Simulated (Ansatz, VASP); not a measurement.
# One calculation of Te2Mo, two programs

The input INCAR:

```
ALGO = Normal
EDIFF = 1E-7
ENCUT = 520
ISIF = 2
ISMEAR = -1
LASPH = T
LCHARG = F
LREAL = F
LWAVE = F
NBANDS = 35
NELM = 80
PREC = Accurate
SIGMA = 0.05
```

KPOINTS

```
k-points
0
Gamma
  9 9 2
```

Contents of POSCAR:

```
Te2Mo
1.0
    3.5603917377      0.0000000000      0.0000000000
   -1.7801958688      3.0833896922      0.0000000000
    0.0000000000      0.0000000000     24.8112624000
Te Mo
4 2
Direct
    0.3333333333      0.6666666667      0.2236394800
    0.6666666667      0.3333333333      0.9206288600
    0.6666666667      0.3333333333      0.7763605200
    0.3333333333      0.6666666667      0.0793711400
    0.6666666667      0.3333333333      0.1515414900
    0.3333333333      0.6666666667      0.8484585100
```

Contents of input.yaml:

```yaml
crystal:
  lattice:
    - [3.5603917377, 0.0, 0.0]
    - [-1.7801958688, 3.0833896922, 0.0]
    - [0.0, 0.0, 24.8112624]
  atoms:
    - { symbol: Te, position: [0.3333333333, 0.6666666667, 0.22363948] }
    - { symbol: Te, position: [0.6666666667, 0.3333333333, 0.92062886] }
    - { symbol: Te, position: [0.6666666667, 0.3333333333, 0.77636052] }
    - { symbol: Te, position: [0.3333333333, 0.6666666667, 0.07937114] }
    - { symbol: Mo, position: [0.6666666667, 0.3333333333, 0.15154149] }
    - { symbol: Mo, position: [0.3333333333, 0.6666666667, 0.84845851] }
hamiltonian:
  xc: lda
  pseudopotentials: { kind: paw }
kpoints:
  mp_grid: { grid: [9, 9, 2] }
  band_path:
    path:
      - [[0.0, 0.0, 0.0], [0.5, 0.0, 0.0], [0.3333333333, 0.3333333333, 0.0], [0.0, 0.0, 0.0], [0.0, 0.0, 0.5], [0.5, 0.0, 0.5], [0.3333333333, 0.3333333333, 0.5], [0.0, 0.0, 0.5]]
      - [[0.5, 0.0, 0.5], [0.5, 0.0, 0.0]]
      - [[0.3333333333, 0.3333333333, 0.0], [0.3333333333, 0.3333333333, 0.5]]
    npoints: 14
scf:
  occupations: { method: fermi_dirac, width: 0.05 }
  n_extra_bands: 15
output:
  forces: true
  stress: true
  eigenvalues: true
  fatbands: true
```

Alike in both runs: functional LDA; k mesh 9 × 9 × 2; occupations fermi-dirac, width 0.05 eV; no spin polarisation.

|  | VASP | Ansatz |
| --- | --- | --- |
| version | VASP 6.6.1 | Ansatz 0.2.0 |
| potentials or method | VASP PAW LDA potentials, release 64 (Te, Mo_sv) | Ansatz PAW |
| plane-wave cutoff (eV) | 520 | 420 |
| valence electrons in the cell | 52 | 92 |
| task | single point | band structure |

```tsv
	VASP	Ansatz	Ansatz less VASP
gap on the k mesh at the Fermi level (eV)	1.02	1.02	0.000
least direct gap on the mesh (eV)	1.02	1.02	0.000
rms of the force components (eV/Å)	0.147	0.172	+0.0244
```

LDA's correlation is that of Perdew and Zunger in VASP and of Perdew and Wang (1992) in Ansatz. Atom by atom the forces differ by 0.025 eV/Å (rms over components). VASP's potentials hold 52 valence electrons a cell and Ansatz's 92, so a difference there can come from the potentials and not from the codes.

Neither program's run includes spin-orbit coupling.
